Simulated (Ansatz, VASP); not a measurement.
**Ta: VASP beside Ansatz**

The input INCAR:

```
SYSTEM = Ta
  PREC = Accurate
  ENCUT = 520
  EDIFF = 1E-6
  ISMEAR = -1
  SIGMA = 0.1
  LREAL = .False.
  LASPH = .True.
  NELM = 80
  ALGO = Normal
  ISIF = 2
  LWAVE = .False.
  LCHARG = .False.
  NBANDS = 30
```

File KPOINTS:

```
Automatic mesh
0
Gamma
  14 14 4
  0 0 0
```

POSCAR

```
Ta
1.0
    2.8179524516      0.0000000000      0.0000000000
   -1.4089762258      2.4404184097      0.0000000000
    0.0000000000      0.0000000000      9.8921038898
Ta
4
Direct
    0.0000000000      1.0000000000      1.0000000000
    0.0000000000      0.0000000000      0.5000000000
    0.3333333333      0.6666666667      0.2500000000
    0.6666666667      0.3333333333      0.7500000000
```

Input for Ansatz:

```yaml
crystal:
  lattice:
    - [2.8179524516, 0.0, 0.0]
    - [-1.4089762258, 2.4404184097, 0.0]
    - [0.0, 0.0, 9.8921038898]
  atoms:
    - { symbol: Ta, position: [0.0, 1.0, 1.0] }
    - { symbol: Ta, position: [0.0, 0.0, 0.5] }
    - { symbol: Ta, position: [0.3333333333, 0.6666666667, 0.25] }
    - { symbol: Ta, position: [0.6666666667, 0.3333333333, 0.75] }
hamiltonian:
  xc: lda
  pseudopotentials:
    kind: paw
    azcp:
      Ta: "pseudopotentials/Ta.paw.azcp"
basis:
  ecutwfc: 420
  fft_grid_basis: typed
kpoints:
  mp_grid: { grid: [14, 14, 4], shift: [0, 0, 0] }
magnetization:
  spin_polarized: false
scf:
  occupations: { method: fermi_dirac, width: 0.1 }
  lower_state_search: "off"
output:
  stress: true
```

Alike in both runs: task single point; functional LDA; k mesh 14 × 14 × 4; occupations fermi-dirac, width 0.1 eV; no spin polarisation.

```csv
,VASP,Ansatz
version,VASP 6.6.1,Ansatz 0.2.0
potentials or method,"VASP PAW LDA potentials, release 64 (Ta_pv), cutoff 520 eV","plane waves (420 eV) with PAW, scalar-relativistic"
valence electrons in the cell,44,52
```

Ansatz gave:

```
pressure (GPa)                                                : 9.1
traceless stress, the component that is largest in VASP (GPa) : 0.05
```

Question: Which values does VASP return?

Answer: Pressure (GPa): 10.0; traceless stress, the component that is largest in VASP (GPa): 0.17.

Ansatz warns that its potentials were made for another functional, while VASP's fit it. LDA's correlation is that of Perdew and Zunger in VASP and of Perdew and Wang (1992) in Ansatz. VASP's potentials hold 44 valence electrons a cell and Ansatz's 52, so a difference there can come from the potentials and not from the codes.

Neither program's run includes spin-orbit coupling.
